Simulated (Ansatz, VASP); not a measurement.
**Two plane-wave programs on Hf2Si**

INCAR

```
ALGO = Fast
EDIFF = 1E-6
EDIFFG = -0.01
ENCUT = 600
GGA = PS
IBRION = 2
ISIF = 3
ISMEAR = 0
LASPH = True
LCHARG = False
LREAL = False
LWAVE = False
NELM = 60
NSW = 80
PREC = Accurate
SIGMA = 0.1
```

Contents of KPOINTS:

```
k-points
0
Gamma
  10 10 10
```

Contents of POSCAR:

```
Hf2Si
1.0
   -3.2753522240      3.2753522240      2.5828233930
    3.2753522240     -3.2753522240      2.5828233930
    3.2753522240      3.2753522240     -2.5828233930
Hf Si
4 2
Direct
    0.8435136200      0.6564863800      0.5000000000
    0.3435136200      0.8435136200      0.1870272400
    0.1564863800      0.3435136200      0.5000000000
    0.6564863800      0.1564863800      0.8129727600
    0.7500000000      0.7500000000      0.0000000000
    0.2500000000      0.2500000000      0.0000000000
```

Input for Ansatz:

```yaml
crystal:
  lattice:
    - [-3.275352224, 3.275352224, 2.582823393]
    - [3.275352224, -3.275352224, 2.582823393]
    - [3.275352224, 3.275352224, -2.582823393]
  atoms:
    - { symbol: Hf, position: [0.84351362, 0.65648638, 0.5] }
    - { symbol: Hf, position: [0.34351362, 0.84351362, 0.18702724] }
    - { symbol: Hf, position: [0.15648638, 0.34351362, 0.5] }
    - { symbol: Hf, position: [0.65648638, 0.15648638, 0.81297276] }
    - { symbol: Si, position: [0.75, 0.75, 0.0] }
    - { symbol: Si, position: [0.25, 0.25, 0.0] }
basis:
  ecutwfc: 420
kpoints:
  mp_grid: { grid: [10, 10, 10] }
hamiltonian:
  xc: pbesol
scf:
  occupations: { method: gaussian, width: 0.1 }
output:
  forces: true
  stress: true
  eigenvalues: true
relax:
  adjacent_minimum: "off"
  f_tol: 0.01
  max_steps: 60
  cell: { stress_tol: 0.05 }
```

Alike in both runs: task relaxation of cell and atoms; functional PBEsol; k mesh 10 × 10 × 10; occupations gaussian, width 0.1 eV; no spin polarisation.

|  | VASP | Ansatz |
| --- | --- | --- |
| version | VASP 6.6.1 | Ansatz 0.2.0 |
| potentials or method | VASP PAW PBE potentials, release 64 (Hf_pv, Si), cutoff 600 eV | scalar-relativistic, plane waves, PAW |
| valence electrons in the cell | 48 | 112 |

|  | VASP | Ansatz | Ansatz less VASP |
| --- | --- | --- | --- |
| gap on the k mesh at the Fermi level, each at its own relaxed structure (eV) | none | none | - |
| relaxed volume (Å³/atom) | 18.14 | 18.17 | +0.025 |
| relaxed length of the cell vector where the two differ most in proportion (Å) | 5.271 | 5.273 | +0.0023 |

VASP's potentials were made for PBE, not for PBEsol. A gap of «none» marks a metal or a gap that the smearing closes. VASP's potentials hold 48 valence electrons a cell and Ansatz's 112, so a difference there can come from the potentials and not from the codes.

Spin-orbit coupling is off throughout.
